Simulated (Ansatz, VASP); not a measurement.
One calculation of Sb, two programs

```xyz
4
Lattice="4.2524 0.0000 0.0000 -2.1262 3.6827 0.0000 0.0000 0.0000 9.7058" Properties=species:S:1:pos:R:3 pbc="T T T"
Sb    0.0000    0.0000    7.6599
Sb    0.0000    0.0000    2.0459
Sb    0.0000    2.4551    6.0854
Sb    2.1262    1.2276    3.6204
```

Alike in both runs: functional PBE; k mesh 12 × 12 × 6; occupations gaussian, width 0.1 eV; no spin polarisation.

Ansatz relaxed the structure, and its values are those at the end. VASP's run is a single point on that final structure, the one shown.

```csv
,VASP,Ansatz
version,VASP 6.6.1,Ansatz 0.2.0
potentials or method,"VASP PAW PBE potentials, release 64 (Sb), cutoff 520 eV","scalar-relativistic, plane waves, PAW"
valence electrons in the cell,20,60
```

Ansatz gave:

| Quantity | Value |
| --- | --- |
| gap on the k mesh at the Fermi level (eV) | none |
| pressure (GPa) | 0.0 |
| rms of the force components (eV/Å) | 0.002 |

Problem. What did VASP give for the same quantities?

Solution. gap on the k mesh at the Fermi level (eV): none; pressure (GPa): 0.1; rms of the force components (eV/Å): 0.033.

A gap of «none» marks a metal or a gap that the smearing closes. With one functional, cell and mesh, what is left measures potentials, basis and numerics. VASP's potentials hold 20 valence electrons a cell and Ansatz's 60, so a difference there can come from the potentials and not from the codes.

Spin-orbit coupling is off throughout.
